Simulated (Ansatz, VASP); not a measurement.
# Two plane-wave programs on Sr2Ni

File INCAR:

```
SYSTEM = Sr2Ni
PREC = Accurate
ENCUT = 600
EDIFF = 1E-7
ISMEAR = 0
SIGMA = 0.1
LREAL = .False.
LASPH = .True.
NELM = 80
ALGO = Fast
ISIF = 3
LWAVE = .False.
LCHARG = .False.
GGA = PE
IBRION = 2
NSW = 90
EDIFFG = -0.04
```

The input KPOINTS:

```
regular mesh
0
Gamma
  4 4 4
  0 0 0
```

POSCAR

```
Sr2Ni
1.0
    5.5311436934      0.0000000000      0.0000000000
    0.0000000000      5.5311436934      0.0000000000
    0.0000000000      0.0000000000      5.5311436934
Sr Ni
4 2
Direct
    0.2500000000      0.2500000000      0.2500000000
    0.2500000000      0.7500000000      0.7500000000
    0.7500000000      0.7500000000      0.2500000000
    0.7500000000      0.2500000000      0.7500000000
    0.0000000000      0.0000000000      0.0000000000
    0.5000000000      0.5000000000      0.5000000000
```

Input for Ansatz:

```yaml
crystal:
  lattice:
    - [5.5311436934, 0.0, 0.0]
    - [0.0, 5.5311436934, 0.0]
    - [0.0, 0.0, 5.5311436934]
  atoms:
    - { symbol: Sr, position: [0.25, 0.25, 0.25] }
    - { symbol: Sr, position: [0.25, 0.75, 0.75] }
    - { symbol: Sr, position: [0.75, 0.75, 0.25] }
    - { symbol: Sr, position: [0.75, 0.25, 0.75] }
    - { symbol: Ni, position: [0.0, 0.0, 0.0] }
    - { symbol: Ni, position: [0.5, 0.5, 0.5] }
basis:
  ecutwfc: 420
kpoints:
  mp_grid: { grid: [4, 4, 4] }
hamiltonian:
  xc: pbe
scf:
  occupations: { method: gaussian, width: 0.1 }
  lower_state_search: "off"
output:
  forces: true
  stress: true
  eigenvalues: true
relax:
  adjacent_minimum: "off"
  f_tol: 0.04
  max_steps: 70
  cell: { stress_tol: 0.4 }
```

Alike in both runs: task relaxation of cell and atoms; functional PBE; k mesh 4 × 4 × 4; occupations gaussian, width 0.1 eV; no spin polarisation.

|  | VASP | Ansatz |
| --- | --- | --- |
| version | VASP 6.6.1 | Ansatz 0.2.0 |
| potentials or method | VASP PAW PBE potentials, release 64 (Sr_sv, Ni), cutoff 600 eV | scalar-relativistic, plane waves, PAW |
| valence electrons in the cell | 60 | 76 |

|  | VASP | Ansatz | Ansatz less VASP |
| --- | --- | --- | --- |
| gap on the k mesh at the Fermi level, each at its own relaxed structure (eV) | none | none | - |
| relaxed volume (Å³/atom) | 43.42 | 42.55 | -0.869 |
| relaxed cell length with the largest relative difference (Å) | 6.387 | 6.344 | -0.0429 |

A gap of «none» marks a metal or a gap that the smearing closes. VASP's potentials hold 60 valence electrons a cell and Ansatz's 76, so a difference there can come from the potentials and not from the codes.

Noted on VASP's run: the volume moved by over 15 % at a fixed basis, so the end points are rough.
